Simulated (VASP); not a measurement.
Input of a VASP 6.6.1 run:

INCAR

```
PREC = Accurate
ENCUT = 520
EDIFF = 1E-7
ISMEAR = 0
SIGMA = 0.01
LREAL = F
LASPH = T
NELM = 80
ALGO = Normal
ISIF = 2
LWAVE = F
LCHARG = T
GGA = CA
LELF = T
LVHAR = T
NBANDS = 15
```

KPOINTS

```
Automatic mesh
0
Gamma
  6 6 6
```

File POSCAR:

```
CaSe
1.0
    3.6347849234      0.0000000000      0.0000000000
    0.0000000000      3.6347849234      0.0000000000
    0.0000000000      0.0000000000      3.6347849234
Ca Se
1 1
Direct
    0.0000000000      0.0000000000      0.0000000000
    0.5000000000      0.5000000000      0.5000000000
```

Potentials or basis: VASP PAW LDA potentials, release 64 (Ca_sv, Se).

Command:

```sh
$ cat potpaw_LDA.64/Ca_sv/POTCAR potpaw_LDA.64/Se/POTCAR > POTCAR
$ mpirun -np 1 vasp_std > vasp.out
```

(1) What does it give for the pressure?

(2) Predict the band gap on the k mesh.

## Answers

(1) -3.6 GPa.

(2) 0.60 eV, direct.
